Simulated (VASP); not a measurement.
# Au (P6_3/mmc) in VASP: notebook

Runs on Au. Level: PBEsol. Tasks: single point.

All numbers are computed with VASP 6.6.1; they aren't measurements. Logs are shortened: lines on timing, memory, paths and dates and some standing lists are left out, and cuts for length are marked.

**1. The cell of the first run**

Symmetry: P6_3/mmc, No. 194, hexagonal system. The conventional cell has a = 2.794 Å, b = 2.794 Å, c = 4.791 Å, α = 90.00°, β = 90.00°, γ = 120.00°. Au (site symmetry -6m2) has 12 Au at 2.79 to 2.89 Å within 3.7 Å.

This isn't the form of Au at room conditions, which is fcc.

**2. Single point, PBEsol (strain -0.025 along x and y, +0.000 along z)**

Input file INCAR:

```
ALGO = Fast
EDIFF = 1E-7
ENCUT = 520
GGA = PS
ISIF = 2
ISMEAR = 0
LASPH = True
LCHARG = True
LELF = True
LREAL = False
LVHAR = True
LWAVE = False
NBANDS = 18
NELM = 80
PREC = Accurate
SIGMA = 0.15
```

Input file KPOINTS:

```
k-points
0
Gamma
  24 24 12
```

Input file POSCAR:

```
Au
1.0
    2.7935603680      0.0000000000      0.0000000000
   -1.3967801840      2.4192942457      0.0000000000
    0.0000000000      0.0000000000      4.7905780137
Au
2
Direct
    0.3333333333      0.6666666667      0.7500000000
    0.6666666667      0.3333333333      0.2500000000
```

Potentials or basis: VASP PAW PBE potentials, release 64 (Au).

On the command line:

```bash
cat potpaw_PBE.64/Au/POTCAR > POTCAR
mpirun -np 1 vasp_std > vasp.out
```

OUTCAR:

```text
EDIFF = 1E-7
   ENCUT = 520
   GGA = PS
   ISIF = 2
   ISMEAR = 0
   LASPH = True
   LREAL = False
   NELM = 80
   PREC = Accurate

 ion  position               nearest neighbor table
   1  0.333  0.667  0.750-   2 2.89   2 2.89   2 2.89   2 2.89   2 2.89   2 2.89
   2  0.667  0.333  0.250-   1 2.89   1 2.89   1 2.89   1 2.89   1 2.89   1 2.89

  LATTYP: Found a hexagonal cell.
 ALAT       =     2.7935603680
 C/A-ratio  =     1.7148646826

  Lattice vectors:

 A1 = (   2.7935603680,   0.0000000000,   0.0000000000)
 A2 = (  -1.3967801840,   2.4192942457,   0.0000000000)
 A3 = (   0.0000000000,   0.0000000000,   4.7905780137)

Analysis of symmetry for initial positions (statically):
=====================================================================
 Subroutine PRICEL returns:
 Original cell was already a primitive cell.

 Routine SETGRP: Setting up the symmetry group for a
 hexagonal supercell.

 Subroutine GETGRP returns: Found 24 space group operations
 (whereof 12 operations were pure point group operations)
 out of a pool of 24 trial point group operations.

The static configuration has the point symmetry D_3d.
 The point group associated with its full space group is D_6h.

Analysis of symmetry for dynamics (positions and initial velocities):
=====================================================================
 Subroutine PRICEL returns:
 Original cell was already a primitive cell.

 Routine SETGRP: Setting up the symmetry group for a
 hexagonal supercell.

 Subroutine GETGRP returns: Found 24 space group operations
 (whereof 12 operations were pure point group operations)
 out of a pool of 24 trial point group operations.

The dynamic configuration has the point symmetry D_3d.
 The point group associated with its full space group is D_6h.

 Subroutine INISYM returns: Found 24 space group operations
 (whereof 12 operations are pure point group operations),
 and found     1 'primitive' translations

----------------------------------------------------------------------------------------

                                     Primitive cell

  volume of cell :      32.3769

  direct lattice vectors                    reciprocal lattice vectors
     2.793560368  0.000000000  0.000000000     0.357966132  0.206671843  0.000000000
    -1.396780184  2.419294246  0.000000000     0.000000000  0.413343686  0.000000000
     0.000000000  0.000000000  4.790578014     0.000000000  0.000000000  0.208743078

  length of vectors
     2.793560368  2.793560368  4.790578014     0.413343686  0.413343686  0.208743078

  position of ions in fractional coordinates (direct lattice)
     0.333333333  0.666666667  0.750000000
     0.666666667  0.333333333  0.250000000

  ion indices of the primitive-cell ions
   primitive index   ion index
                 1           1
                 2           2

----------------------------------------------------------------------------------------

 KPOINTS: k-points

Automatic generation of k-mesh.
 Grid dimensions read from file:
 generate k-points for:   24   24   12

 Generating k-lattice:

  Cartesian coordinates                     Fractional coordinates (reciprocal lattice)
     0.014915256  0.008611327  0.000000000     0.041666667  0.000000000  0.000000000
     0.000000000  0.017222654  0.000000000     0.000000000  0.041666667  0.000000000
     0.000000000  0.000000000  0.017395257     0.000000000  0.000000000  0.083333333

  Length of vectors
     0.017222654  0.017222654  0.017395257

  Shift w.r.t. Gamma in fractional coordinates (k-lattice)
     0.000000000  0.000000000  0.000000000

 Subroutine IBZKPT returns following result:
 ===========================================

 Found    427 irreducible k-points:

 Following reciprocal coordinates:
            Coordinates               Weight
  0.000000  0.000000  0.000000      1.000000
  0.041667  0.000000  0.000000      6.000000
  0.083333  0.000000  0.000000      6.000000
  0.125000  0.000000  0.000000      6.000000
  0.166667  0.000000  0.000000      6.000000
  0.208333  0.000000  0.000000      6.000000
[... 16 lines left out ...]
  0.416667  0.041667  0.000000     12.000000
  0.458333  0.041667  0.000000     12.000000
 [... further k-points ...]
   k-points           NKPTS =    427   k-points in BZ     NKDIM =    427   number of bands    NBANDS=     18
   number of dos      NEDOS =    301   number of ions     NIONS =      2
   total plane-waves  NPLWV =  20736
   dimension x,y,z NGX =    24 NGY =   24 NGZ =   36
   dimension x,y,z NGXF=    48 NGYF=   48 NGZF=   72
   ions per type =               2
   NGX,Y,Z   is equivalent  to a cutoff of  14.28, 14.28, 12.49 a.u.
   NGXF,Y,Z  is equivalent  to a cutoff of  28.56, 28.56, 24.99 a.u.
 SYSTEM =  unknown system
   PREC   = accura    normal or accurate (medium, high low for compatibility)
   ISTART =      0    job   : 0-new  1-cont  2-samecut
   ICHARG =      2    charge: 1-file 2-atom 10-const
   ISPIN  =      1    spin polarized calculation?
   LNONCOLLINEAR =      F non collinear calculations
   LSORBIT =      F    spin-orbit coupling
   LASPH  =      T    aspherical Exc in radial PAW
   ENCUT  =  520.0 eV  38.22 Ry    6.18 a.u.   5.19  5.19  8.91*2*pi/ulx,y,z
   NELM   =     80;   NELMIN=  2; NELMDL= -5     # of ELM steps
   EDIFF  = 0.1E-06   stopping-criterion for ELM
   LREAL  =      F    real-space projection
   EDIFFG = 0.1E-05   stopping-criterion for IOM
   NSW    =      0    number of steps for IOM
   IBRION =     -1    ionic relax: 0-MD 1-quasi-New 2-CG
   NFREE  =      0    steps in history (QN), initial steepest desc. (CG)
   ISIF   =      2    stress and relaxation
   ISYM   =      2    0-nonsym 1-usesym 2-fastsym
   POTIM  = 0.5000    time-step for ionic-motion
   TEBEG  =    0.0;   TEEND  =   0.0 temperature during run
   PSTRESS=    0.0 pullay stress
   NELECT =      22.0000    total number of electrons
   NUPDOWN=      -1.0000    fix difference up-down
   EMIN   =  10.00;   EMAX   =-10.00  energy-range for DOS
   EFERMI =   0.00;   METHOD = LEGACY
   ISMEAR =     0;   SIGMA  =   0.15  broadening in eV -4-tet -1-fermi 0-gaus
   EFERMI_NEDOS =   21; number of points for ismear=-14 and -15
   IALGO  =     68    algorithm
   IMIX   =      4    mixing-type and parameters
     AMIX     =   0.40;   BMIX     =  1.00
     AMIX_MAG =   1.60;   BMIX_MAG =  1.00
  volume/ion in A,a.u.               =      16.19       109.24
  Fermi-wavevector in a.u.,A,eV,Ry     =   1.439254  2.719796 28.183824  2.071453
  Thomas-Fermi vector in A             =   2.558130
   LORBIT       =      0    0 simple, 1 ext, 2 COOP (PROOUT), +10 PAW based schemes
   GGA     = PS    functional components
   LHFCALC =     F    Hartree Fock is set to
   AEXX    =    0.0000 exact exchange contribution
   IVDW    =     0    specifies the selected vdW correction
   LEPSILON=     F    determine dielectric tensor
   LRPA    =     F    only Hartree local field effects (RPA)
 non-spin polarized calculation
 RMM-DIIS sequential band-by-band and
 Gauss-broadening in eV      SIGMA  =   0.15
  energy-cutoff  :      520.00
  volume of cell :       32.38
 maximum number of plane-waves:       886
 NGX is ok and might be reduce to    24
   NGX = 11   NGY = 11   NGZ = 17

 number of electron      22.0000004 magnetization

 Free energy of the ion-electron system (eV)
  ---------------------------------------------------
  ext. energy  EPLUGINS =         0.00000000
  ---------------------------------------------------
  free energy    TOTEN  =        -7.78027730 eV

  energy without entropy =       -7.77127851  energy(sigma->0) =       -7.77577790

 E-fermi :  10.1634     XC(G=0): -13.1898

 val. band max:       10.1633401897   @ k =   0.4167   0.0833   0.3333
 cond. band min:      10.1640527177   @ k =   0.3333   0.1667   0.0000
 fundamental gap:      0.0007125280
 Fermi energy:        10.1634205355

 k-point     1 :       0.0000    0.0000    0.0000
  band No.  band energies     occupation
      1      -0.3234      2.00000
      2       2.1678      2.00000
      3       4.8566      2.00000
      4       5.2838      2.00000
      5       5.2838      2.00000
      6       5.6019      2.00000
[... 10 lines left out ...]
     17      29.5111      0.00000
     18      29.5111      0.00000

 k-point     2 :       0.0417    0.0000    0.0000
  band No.  band energies     occupation
      1      -0.2639      2.00000
      2       2.2197      2.00000
      3       4.8523      2.00000
      4       5.2826      2.00000
      5       5.3255      2.00000
      6       5.5771      2.00000
[... 10 lines left out ...]
     17      29.0980      0.00000
     18      29.1595      0.00000

 k-point     3 :       0.0833    0.0000    0.0000
  band No.  band energies     occupation
      1      -0.0877      2.00000
      2       2.3704      2.00000
      3       4.8219      2.00000
      4       5.2973      2.00000
      5       5.4489      2.00000
      6       5.5134      2.00000
[... 10 lines left out ...]
     17      28.3608      0.00000
     18      28.4660      0.00000

 k-point     4 :       0.1250    0.0000    0.0000
  band No.  band energies     occupation
      1       0.1982      2.00000
      2       2.6025      2.00000
      3       4.7458      2.00000
      4       5.3020      2.00000
      5       5.4922      2.00000
      6       5.6504      2.00000
[... 10 lines left out ...]
     17      27.4012      0.00000
     18      28.6230      0.00000

 k-point     5 :       0.1667    0.0000    0.0000
  band No.  band energies     occupation
      1       0.5801      2.00000
      2       2.8775      2.00000
      3       4.6551      2.00000
      4       5.1999      2.00000
      5       5.4686      2.00000
      6       5.6447      2.00000
[... 10 lines left out ...]
     17      26.7044      0.00000
     18      27.7175      0.00000

 k-point     6 :       0.2083    0.0000    0.0000
  band No.  band energies     occupation
      1       1.0347      2.00000
      2       3.1201      2.00000
      3       4.6275      2.00000
      4       5.0014      2.00000
      5       5.0781      2.00000
      6       5.9117      2.00000
[... 10 lines left out ...]
     17      27.1728      0.00000
     18      27.4433      0.00000

 k-point     7 :       0.2500    0.0000    0.0000
  band No.  band energies     occupation
      1       1.5241      2.00000
      2       3.2330      2.00000
      3       4.5792      2.00000
      4       4.7424      2.00000
      5       5.0037      2.00000
      6       5.9095      2.00000
[... 10 lines left out ...]
     17      27.1515      0.00000
     18      27.4201      0.00000

 k-point     8 :       0.2917    0.0000    0.0000
  band No.  band energies     occupation
      1       1.9901      2.00000
      2       3.1999      2.00000
      3       4.2137      2.00000
      4       4.9039      2.00000
      5       5.1136      2.00000
      6       5.7773      2.00000
[... 10 lines left out ...]
     17      25.4196      0.00000
     18      27.0146      0.00000
[... 229 lines left out ...]
     17      26.4052      0.00000
     18      27.2275      0.00000

 k-point    20 :       0.2917    0.0417    0.0000
  band No.  band energies     occupation
      1       2.2362      2.00000
      2       3.1929      2.00000
      3       4.0532      2.00000
      4       4.9321      2.00000
      5       5.2324      2.00000
      6       5.5967      2.00000
[... 10 lines left out ...]
     17      24.6082      0.00000
     18      26.6996      0.00000

 k-point    21 :       0.3333    0.0417    0.0000
  band No.  band energies     occupation
      1       2.5436      2.00000
      2       3.0733      2.00000
      3       3.7858      2.00000
      4       5.1164      2.00000
      5       5.5001      2.00000
      6       5.5462      2.00000
[... 10 lines left out ...]
     17      23.6664      0.00000
     18      26.1344      0.00000

 k-point    22 :       0.3750    0.0417    0.0000
  band No.  band energies     occupation
      1       2.7129      2.00000
      2       2.9628      2.00000
      3       3.5834      2.00000
      4       5.3621      2.00000
      5       5.4319      2.00000
      6       5.5906      2.00000
[... 10 lines left out ...]
     17      22.9936      0.00000
     18      25.6607      0.00000

 k-point    23 :       0.4167    0.0417    0.0000
  band No.  band energies     occupation
      1       2.7784      2.00000
      2       2.8888      2.00000
      3       3.4477      2.00000
      4       5.3955      2.00000
      5       5.4936      2.00000
      6       5.5914      2.00000
[... 10 lines left out ...]
     17      22.4234      0.00000
     18      25.3302      0.00000

 k-point    24 :       0.4583    0.0417    0.0000
  band No.  band energies     occupation
      1       2.7835      2.00000
      2       2.8648      2.00000
      3       3.3796      2.00000
      4       5.3916      2.00000
      5       5.4293      2.00000
      6       5.7279      2.00000
[... 10 lines left out ...]
     17      22.0707      0.00000
     18      25.1624      0.00000

 [... further k-points ...]

------------------------ aborting loop because EDIFF is reached ----------------------------------------

  FORCE on cell =-STRESS in cart. coord.  units (eV):
  Direction    XX          YY          ZZ          XY          YZ          ZX
  --------------------------------------------------------------------------------------
  -------------------------------------------------------------------------------------
  Total        2.2648543      2.2648543      1.5537425      0.0000000     -0.0000000     -0.0000000
  in kB      112.0769190    112.0769190     76.8873608      0.0000000     -0.0000000     -0.0000000
  external PRESSURE =     100.3470662 kB  Pullay stress =       0.0000000 kB

 VOLUME and BASIS-vectors are now :
 -----------------------------------------------------------------------------
  energy-cutoff  :      520.00
  volume of cell :       32.38
      direct lattice vectors                 reciprocal lattice vectors
     2.793560368  0.000000000  0.000000000     0.357966132  0.206671843  0.000000000
    -1.396780184  2.419294246  0.000000000     0.000000000  0.413343686  0.000000000
     0.000000000  0.000000000  4.790578014     0.000000000  0.000000000  0.208743078

 POSITION                                       TOTAL-FORCE (eV/Angst)
 -----------------------------------------------------------------------------------
     -0.00000      1.61286      3.59293         0.000000      0.000000      0.000000
      1.39678      0.80643      1.19764        -0.000000      0.000000      0.000000
 -----------------------------------------------------------------------------------
    total drift:                               -0.000000      0.000000     -0.000000

  FREE ENERGIE OF THE ION-ELECTRON SYSTEM (eV)
  ---------------------------------------------------
  free  energy   TOTEN  =        -7.7802773003 eV

  energy  without entropy=       -7.7712785071  energy(sigma->0) =       -7.77577790
```

Wall time 1.9 min (1 thread of Intel Xeon 6975P-C (Granite Rapids), shared host); peak memory 0.31 GiB.

What came out:

| Item | Value |
| --- | --- |
| Free energy | -7.7803 eV |
| Pressure | 10.0 GPa |
| Band gap on the k mesh | zero (bands 11 and 12 overlap by 7.34 eV) |

Levels at points of the mesh, in eV from the Fermi level:
```tsv
k point	band 9	band 10	band 11	band 12	band 13	band 14
(0.00, 0.00, 0.00)	-3.63	-2.24	-2.24	-1.63	2.65	14.62
(0.50, 0.00, 0.00)	-1.81	-1.63	0.41	1.80	5.75	7.31
(0.00, 0.00, 0.50)	-2.74	-2.74	-2.74	-2.74	10.46	10.46
(0.50, 0.00, 0.50)	-1.70	-1.70	0.31	0.31	4.32	4.32
```

Caveat: the cell differs from its parent crystal (strain -0.025 along x and y, +0.000 along z); the cell stands under pressure; the PAW data sets were made with another functional, which shifts forces and pressure a little; spin-orbit coupling is left out, which moves the levels of the heavy elements.

**3. Single point, PBEsol (strain -0.025 along x and y, +0.025 along z)**

Input file INCAR:

```
PREC = Accurate
ENCUT = 520
EDIFF = 1E-7
ISMEAR = 0
SIGMA = 0.15
LREAL = F
LASPH = T
NELM = 80
ALGO = Fast
ISIF = 2
LWAVE = F
LCHARG = T
GGA = PS
LELF = T
LVHAR = T
NBANDS = 18
```

Input file KPOINTS:

```
regular mesh
0
Gamma
  24 24 12
```

POSCAR: that of step 2 with these lines changed.

```diff
@@ -4,3 +4,3 @@
    -1.3967801840      2.4192942457      0.0000000000
-    0.0000000000      0.0000000000      4.7905780137
+    0.0000000000      0.0000000000      4.9103424640
 Au
```

Potentials or basis: VASP PAW PBE potentials, release 64 (Au).

On the command line:

```bash
cat potpaw_PBE.64/Au/POTCAR > POTCAR
mpirun -np 1 vasp_std > vasp.out
```

Wall time 2 min (1 thread of Intel Xeon 6975P-C (Granite Rapids), shared host); peak memory 0.32 GiB.

The run converged. Its results:

- Free energy: -7.8040 eV
- Pressure: 5.3 GPa
- Band gap on the k mesh: zero (bands 11 and 12 overlap by 7.19 eV)

Stress tensor (GPa, compression positive):
```
7.17 0.00 0.00
0.00 7.17 0.00
0.00 0.00 1.66
```

Levels at points of the mesh, in eV from the Fermi level:
```
           k point  band 7  band 8  band 9  band 10  band 11  band 12  band 13  band 14  band 15  band 16
(0.00, 0.00, 0.00)   -4.50   -3.43   -3.43    -2.22    -2.22    -1.67     2.21    14.78    14.85    16.75
(0.50, 0.00, 0.00)   -3.76   -2.10   -1.72    -1.57     0.45     1.84     5.55     7.08     7.34    10.94
(0.00, 0.00, 0.50)   -4.76   -4.76   -2.67    -2.67    -2.67    -2.67     9.75     9.75    15.11    15.11
(0.50, 0.00, 0.50)   -2.53   -2.53   -1.63    -1.63     0.37     0.37     4.25     4.25    12.65    12.65
```

Caveat: the cell differs from its parent crystal (strain -0.025 along x and y, +0.025 along z); the stress differs along the axes, from 2 to 7 GPa; the PAW data sets were made with another functional, which shifts forces and pressure a little; spin-orbit coupling is left out, which moves the levels of the heavy elements.

**4. Single point, PBEsol (strain +0.000 along x and y, -0.025 along z)**

Input file INCAR:

```
PREC = Accurate ; ENCUT = 520
EDIFF = 1E-6 ; ISMEAR = 0
SIGMA = 0.15 ; LREAL = F
LASPH = T ; NELM = 100
ALGO = Fast ; ISIF = 2
LWAVE = F ; LCHARG = T
GGA = PS ; LELF = T
LVHAR = T ; NBANDS = 18
```

KPOINTS is that of step 3.

Input file POSCAR:

```
Au
1.0
    2.8651901210      0.0000000000      0.0000000000
   -1.4325950605      2.4813274315      0.0000000000
    0.0000000000      0.0000000000      4.6708135634
Au
2
Direct
    0.3333333333      0.6666666667      0.7500000000
    0.6666666667      0.3333333333      0.2500000000
```

On the command line:

```bash
cat potpaw_PBE.64/Au/POTCAR > POTCAR
mpirun -np 1 vasp_std > vasp.out
```

Wall time 1.9 min (1 thread of Intel Xeon 6975P-C (Granite Rapids), shared host); peak memory 0.31 GiB.

Results (log left out):

```
Free energy            : -7.8193 eV
Pressure               : 4.5 GPa
Band gap on the k mesh : zero (bands 11 and 12 overlap by 7.07 eV)
```

Stress tensor (GPa, compression positive):
```
3.62 0.00 0.00
0.00 3.62 0.00
0.00 0.00 6.28
```

Levels at points of the mesh, in eV from the Fermi level:
```
           k point  band 8  band 9  band 10  band 11  band 12  band 13  band 14  band 15
(0.00, 0.00, 0.00)   -3.75   -3.75    -2.15    -2.15    -1.08     3.24    14.42    16.24
(0.50, 0.00, 0.00)   -1.93   -1.81    -1.70     0.32     1.53     6.03     7.58     7.74
(0.00, 0.00, 0.50)   -4.73   -2.64    -2.64    -2.64    -2.64    11.49    11.49    14.75
(0.50, 0.00, 0.50)   -2.42   -1.79    -1.79     0.37     0.37     4.08     4.08    13.67
```

Caveat: the cell differs from its parent crystal (strain +0.000 along x and y, -0.025 along z); the cell stands under pressure; the PAW data sets were made with another functional, which shifts forces and pressure a little; spin-orbit coupling is left out, which moves the levels of the heavy elements.

**5. Summary**

| cell | further INCAR settings | gap on the mesh (eV) | pressure (GPa) |
| --- | --- | --- | --- |
| a = 2.794, b = 2.794, c = 4.791 Å, angles 90.0, 90.0, 120.0°, 2 atoms | ALGO = Fast; EDIFF = 1e-07; NBANDS = 18 | none | 10.0 |
| a = 2.794, b = 2.794, c = 4.910 Å, angles 90.0, 90.0, 120.0°, 2 atoms | ALGO = Fast; EDIFF = 1e-07; NBANDS = 18 | none | 5.3 |
| a = 2.865, b = 2.865, c = 4.671 Å, angles 90.0, 90.0, 120.0°, 2 atoms | ALGO = Fast; EDIFF = 1e-06; NBANDS = 18 | none | 4.5 |

Alike in all rows: task single point; level PBEsol; potentials or basis VASP PAW PBE potentials, release 64 (Au); no spin polarisation; k mesh 24 × 24 × 12; cutoff (eV) 520; smearing gaussian 0.15 eV.

Caveats: the PAW data sets were made with another functional, which shifts forces and pressure a little; spin-orbit coupling is left out, which moves the levels of the heavy elements; the cell stands under pressure (at least some runs); the stress differs along the axes, from 2 to 7 GPa (at least some runs).

Absolute energies hang on the potentials; compare differences alone.
